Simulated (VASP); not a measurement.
# InSe (Fm-3m) in VASP: a series of runs

InSe is run at these levels: PBE; tasks: single point, relaxation of cell and atoms.

Program: VASP 6.6.1. These are calculated values, not measurements. Logs are shortened: lines on timing, memory, paths and dates and some standing lists are left out, and cuts for length are marked.

## 1. The cell of the first run

The structure is cubic, space group Fm-3m (No. 225). Conventional cell: a = 5.927 Å, b = 5.927 Å, c = 5.927 Å, α = 90.00°, β = 90.00°, γ = 90.00°. Within 3.9 Å of In (site symmetry m-3m) lie 6 Se at 2.96 Å. Within 3.9 Å of Se (site symmetry m-3m) lie 6 In at 2.96 Å.

## 2. Single point, PBE

File INCAR:

```
PREC = Accurate
ENCUT = 520
EDIFF = 1E-6
ISMEAR = 0
SIGMA = 0.1
LREAL = F
LASPH = T
NELM = 100
ALGO = Normal
ISIF = 2
LWAVE = F
LCHARG = F
GGA = PE
NBANDS = 16
```

File KPOINTS:

```
Automatic mesh
0
Gamma
  16 16 16
```

File POSCAR:

```
InSe
1.0
    0.0000000000      2.9636886619      2.9636886619
    2.9636886619      0.0000000000      2.9636886619
    2.9636886619      2.9636886619      0.0000000000
In Se
1 1
Direct
    0.5000000000      0.5000000000      0.5000000000
    0.0000000000      0.0000000000      0.0000000000
```

Potentials or basis: VASP PAW PBE potentials, release 64 (In_d, Se).

Command:

```bash
cat potpaw_PBE.64/In_d/POTCAR potpaw_PBE.64/Se/POTCAR > POTCAR
mpirun -np 1 vasp_std > vasp.out
```

OUTCAR:

```text
PREC = Accurate
   ENCUT = 520
   EDIFF = 1E-6
   ISMEAR = 0
   LREAL = F
   LASPH = T
   NELM = 100
   ISIF = 2
   GGA = PE

 ion  position               nearest neighbor table
   1  0.500  0.500  0.500-   2 2.96   2 2.96   2 2.96   2 2.96   2 2.96   2 2.96
   2  0.000  0.000  0.000-   1 2.96   1 2.96   1 2.96   1 2.96   1 2.96   1 2.96

  LATTYP: Found a face centered cubic cell.
 ALAT       =     5.9273773238

  Lattice vectors:

 A1 = (   0.0000000000,   2.9636886619,   2.9636886619)
 A2 = (   2.9636886619,   0.0000000000,   2.9636886619)
 A3 = (   2.9636886619,   2.9636886619,   0.0000000000)

Analysis of symmetry for initial positions (statically):
=====================================================================
 Subroutine PRICEL returns:
 Original cell was already a primitive cell.

 Routine SETGRP: Setting up the symmetry group for a
 face centered cubic supercell.

 Subroutine GETGRP returns: Found 48 space group operations
 (whereof 48 operations were pure point group operations)
 out of a pool of 48 trial point group operations.

The static configuration has the point symmetry O_h .

Analysis of symmetry for dynamics (positions and initial velocities):
=====================================================================
 Subroutine PRICEL returns:
 Original cell was already a primitive cell.

 Routine SETGRP: Setting up the symmetry group for a
 face centered cubic supercell.

 Subroutine GETGRP returns: Found 48 space group operations
 (whereof 48 operations were pure point group operations)
 out of a pool of 48 trial point group operations.

The dynamic configuration has the point symmetry O_h .

 Subroutine INISYM returns: Found 48 space group operations
 (whereof 48 operations are pure point group operations),
 and found     1 'primitive' translations

----------------------------------------------------------------------------------------

                                     Primitive cell

  volume of cell :      52.0628

  direct lattice vectors                    reciprocal lattice vectors
     0.000000000  2.963688662  2.963688662    -0.168708679  0.168708679  0.168708679
     2.963688662  0.000000000  2.963688662     0.168708679 -0.168708679  0.168708679
     2.963688662  2.963688662  0.000000000     0.168708679  0.168708679 -0.168708679

  length of vectors
     4.191288700  4.191288700  4.191288700     0.292212004  0.292212004  0.292212004

  position of ions in fractional coordinates (direct lattice)
     0.500000000  0.500000000  0.500000000
[... 73 lines left out ...]
   LNONCOLLINEAR =      F non collinear calculations
   LSORBIT =      F    spin-orbit coupling
   LASPH  =      T    aspherical Exc in radial PAW
   ENCUT  =  520.0 eV  38.22 Ry    6.18 a.u.   7.79  7.79  7.79*2*pi/ulx,y,z
   NELM   =    100;   NELMIN=  2; NELMDL= -5     # of ELM steps
   EDIFF  = 0.1E-05   stopping-criterion for ELM
   LREAL  =      F    real-space projection
   EDIFFG = 0.1E-04   stopping-criterion for IOM
   NSW    =      0    number of steps for IOM
   IBRION =     -1    ionic relax: 0-MD 1-quasi-New 2-CG
   NFREE  =      0    steps in history (QN), initial steepest desc. (CG)
   ISIF   =      2    stress and relaxation
   ISYM   =      2    0-nonsym 1-usesym 2-fastsym
   POTIM  = 0.5000    time-step for ionic-motion
   TEBEG  =    0.0;   TEEND  =   0.0 temperature during run
   PSTRESS=    0.0 pullay stress
   NELECT =      19.0000    total number of electrons
   NUPDOWN=      -1.0000    fix difference up-down
   EMIN   =  10.00;   EMAX   =-10.00  energy-range for DOS
   EFERMI =   0.00;   METHOD = LEGACY
   ISMEAR =     0;   SIGMA  =   0.10  broadening in eV -4-tet -1-fermi 0-gaus
   EFERMI_NEDOS =   21; number of points for ismear=-14 and -15
   IALGO  =     38    algorithm
   IMIX   =      4    mixing-type and parameters
     AMIX     =   0.40;   BMIX     =  1.00
     AMIX_MAG =   1.60;   BMIX_MAG =  1.00
  volume/ion in A,a.u.               =      26.03       175.67
  Fermi-wavevector in a.u.,A,eV,Ry     =   1.169904  2.210797 18.621950  1.368675
  Thomas-Fermi vector in A             =   2.306370
   LORBIT       =      0    0 simple, 1 ext, 2 COOP (PROOUT), +10 PAW based schemes
   GGA     = PE    functional components
   LHFCALC =     F    Hartree Fock is set to
   AEXX    =    0.0000 exact exchange contribution
   IVDW    =     0    specifies the selected vdW correction
   LEPSILON=     F    determine dielectric tensor
   LRPA    =     F    only Hartree local field effects (RPA)
 non-spin polarized calculation
 Gauss-broadening in eV      SIGMA  =   0.10
  energy-cutoff  :      520.00
  volume of cell :       52.06
 maximum number of plane-waves:      1424
   NGX = 15   NGY = 15   NGZ = 15

 number of electron      19.0000006 magnetization

 Free energy of the ion-electron system (eV)
  ---------------------------------------------------
  ext. energy  EPLUGINS =         0.00000000
  ---------------------------------------------------
  free energy    TOTEN  =        -6.93413440 eV

  energy without entropy =       -6.92963636  energy(sigma->0) =       -6.93188538

 E-fermi :   5.5918     XC(G=0):  -9.6598

 val. band max:        5.5522764013   @ k =   0.2500   0.1875   0.0000
 cond. band min:       5.6153831997   @ k =   0.1875   0.1875   0.0000
 fundamental gap:      0.0631067984
 Fermi energy:         5.5917720123

 k-point     1 :       0.0000    0.0000    0.0000
  band No.  band energies     occupation
      1      -9.0612      2.00000
      2      -9.0612      2.00000
      3      -9.0539      2.00000
      4      -9.0539      2.00000
      5      -9.0539      2.00000
      6      -8.3576      2.00000
[... 433 lines left out ...]
      3      -9.0542      2.00000
      4      -9.0514      2.00000
      5      -9.0492      2.00000
      6      -8.2885      2.00000
[... 8 lines left out ...]
     15      12.5467      0.00000
     16      12.7601      0.00000

 [... further k-points ...]
[... 5 lines left out ...]
  --------------------------------------------------------------------------------------
  -------------------------------------------------------------------------------------
  Total       -0.0154929     -0.0154929     -0.0154929      0.0000000      0.0000000      0.0000000
  in kB       -0.4767772     -0.4767772     -0.4767772      0.0000000      0.0000000      0.0000000
  external PRESSURE =      -0.4767772 kB  Pullay stress =       0.0000000 kB

 VOLUME and BASIS-vectors are now :
 -----------------------------------------------------------------------------
  energy-cutoff  :      520.00
  volume of cell :       52.06
      direct lattice vectors                 reciprocal lattice vectors
     0.000000000  2.963688662  2.963688662    -0.168708679  0.168708679  0.168708679
     2.963688662  0.000000000  2.963688662     0.168708679 -0.168708679  0.168708679
     2.963688662  2.963688662  0.000000000     0.168708679  0.168708679 -0.168708679

 POSITION                                       TOTAL-FORCE (eV/Angst)
 -----------------------------------------------------------------------------------
      2.96369      2.96369      2.96369         0.000000      0.000000     -0.000000
      0.00000      0.00000      0.00000        -0.000000     -0.000000      0.000000
 -----------------------------------------------------------------------------------
    total drift:                                0.000000     -0.000000      0.000000

  FREE ENERGIE OF THE ION-ELECTRON SYSTEM (eV)
  ---------------------------------------------------
  free  energy   TOTEN  =        -6.9341344042 eV

  energy  without entropy=       -6.9296363552  energy(sigma->0) =       -6.93188538
```

It took 39 s on 1 thread of Intel Xeon Platinum 8488C (Sapphire Rapids), shared host; peak memory 0.26 GiB.

Results:

```
Free energy : -6.9341 eV
Pressure    : 0.0 GPa
```

Levels at points of the mesh, in eV from the Fermi level:
| k point | band 7 | band 8 | band 9 | band 10 | band 11 | band 12 | band 13 | band 14 |
| --- | --- | --- | --- | --- | --- | --- | --- | --- |
| (0.00, 0.00, 0.00) | -3.06 | -2.07 | -2.07 | -2.07 | 6.30 | 6.30 | 6.30 | 6.49 |
| (0.50, 0.00, 0.00) | -6.89 | -1.84 | -1.84 | 0.93 | 2.32 | 2.71 | 2.71 | 8.92 |
| (0.50, 0.50, 0.00) | -5.30 | -3.69 | -3.44 | -3.44 | 3.51 | 7.04 | 7.04 | 7.05 |

Caveat: spin-orbit coupling is left out, which moves the levels of the heavy elements.

## 3. Relaxation of cell and atoms, PBE

This run uses another cell than the first one, of 25.93 Å³/atom, 0.996 times its volume.

File INCAR:

```
  PREC = Accurate
  ENCUT = 600
  EDIFF = 1E-6
  ISMEAR = 0
  SIGMA = 0.1
  LREAL = F
  LASPH = T
  NELM = 100
  ALGO = Normal
  ISIF = 3
  LWAVE = F
  LCHARG = F
  GGA = PE
  IBRION = 2
  NSW = 100
  EDIFFG = -0.01
```

KPOINTS is that of step 2.

File POSCAR:

```
InSe
1.0
    0.0000000000      2.9599460300      2.9599460300
    2.9599460300      0.0000000000      2.9599460300
    2.9599460300      2.9599460300      0.0000000000
In Se
1 1
Direct
    0.5000000000      0.5000000000      0.5000000000
    0.0000000000      0.0000000000      0.0000000000
```

Potentials or basis: VASP PAW PBE potentials, release 64 (In_d, Se).

Command:

```bash
cat potpaw_PBE.64/In_d/POTCAR potpaw_PBE.64/Se/POTCAR > POTCAR
mpirun -np 1 vasp_std > vasp.out
```

Run time: 85 s. Hardware: 1 thread of Intel Xeon Platinum 8488C (Sapphire Rapids), shared host; peak memory 0.31 GiB.

Results (log left out):

```yaml
Free_energy: -6.9341 eV
Relaxed_volume: 26.03 Å³/atom
Relaxed_cell: a = 4.191 Å, b = 4.191 Å, c = 4.191 Å, α = 60.00°, β = 60.00°, γ = 60.00°
Space_group_after_relaxing_to_0.05_Å: Fm-3m (No. 225)
Energy_gained_by_relaxing: 0.0 meV/atom
Ionic_steps: 2
Pressure_after_relaxing: 0.0 GPa
```

Final structure:
```
CELL_PARAMETERS angstrom
0.00000 2.96373 2.96373
2.96373 0.00000 2.96373
2.96373 2.96373 0.00000
ATOMIC_POSITIONS crystal
In 0.50000 0.50000 0.50000
Se 0.00000 0.00000 0.00000
```

Levels at points of the mesh, in eV from the Fermi level:
| k point | band 7 | band 8 | band 9 | band 10 | band 11 | band 12 | band 13 |
| --- | --- | --- | --- | --- | --- | --- | --- |
| (0.00, 0.00, 0.00) | -3.06 | -2.07 | -2.07 | -2.07 | 6.30 | 6.30 | 6.30 |
| (0.50, 0.00, 0.00) | -6.89 | -1.84 | -1.84 | 0.93 | 2.32 | 2.71 | 2.71 |
| (0.50, 0.50, 0.00) | -5.30 | -3.69 | -3.44 | -3.44 | 3.51 | 7.04 | 7.05 |

Caveat: spin-orbit coupling is left out, which moves the levels of the heavy elements.

## 4. Single point, PBE

This run uses another cell than the first one, of 25.93 Å³/atom, 0.996 times its volume.

File INCAR:

```
  ALGO = Normal
  EDIFF = 1E-6
  ENCUT = 520
  GGA = PE
  ISIF = 2
  ISMEAR = 0
  LASPH = True
  LCHARG = True
  LELF = True
  LREAL = False
  LVHAR = True
  LWAVE = False
  NBANDS = 16
  NELM = 100
  PREC = Accurate
  SIGMA = 0.1
```

File KPOINTS:

```
k-points
0
Gamma
  6 6 6
```

POSCAR is that of step 3.

Command:

```bash
cat potpaw_PBE.64/In_d/POTCAR potpaw_PBE.64/Se/POTCAR > POTCAR
mpirun -np 1 vasp_std > vasp.out
```

It took 7.4 s on 1 thread of Intel Xeon Platinum 8488C (Sapphire Rapids), shared host; peak memory 0.18 GiB.

Results (log left out):

- Free energy: -6.8920 eV
- Pressure: 0.5 GPa

Levels at points of the mesh, in eV from the Fermi level:
```tsv
k point	band 8	band 9	band 10	band 11	band 12	band 13
(0.00, 0.00, 0.00)	-2.07	-2.07	-2.07	6.31	6.31	6.31
(0.50, 0.00, 0.00)	-1.83	-1.83	0.92	2.34	2.70	2.70
(0.50, 0.50, 0.00)	-3.70	-3.45	-3.45	3.50	7.06	7.06
```

Caveat: spin-orbit coupling is left out, which moves the levels of the heavy elements.

## 5. Overview

```csv
task,cell,k mesh,cutoff (eV),gap on the mesh (eV),pressure (GPa)
single point,"a = 4.191 Å, angles 60.0°, 2 atoms",16 × 16 × 16,520,none,0.0
relaxation of cell and atoms,"relaxed from a = 4.186 Å, angles 60.0°, 2 atoms",16 × 16 × 16,600,none,0.0
single point,"a = 4.186 Å, angles 60.0°, 2 atoms",6 × 6 × 6,520,none,0.5
```

Alike in all rows: level PBE; potentials or basis VASP PAW PBE potentials, release 64 (In_d, Se); no spin polarisation; smearing gaussian 0.1 eV.

Caveats: spin-orbit coupling is left out, which moves the levels of the heavy elements.

Absolute energies hang on the potentials; compare differences alone.
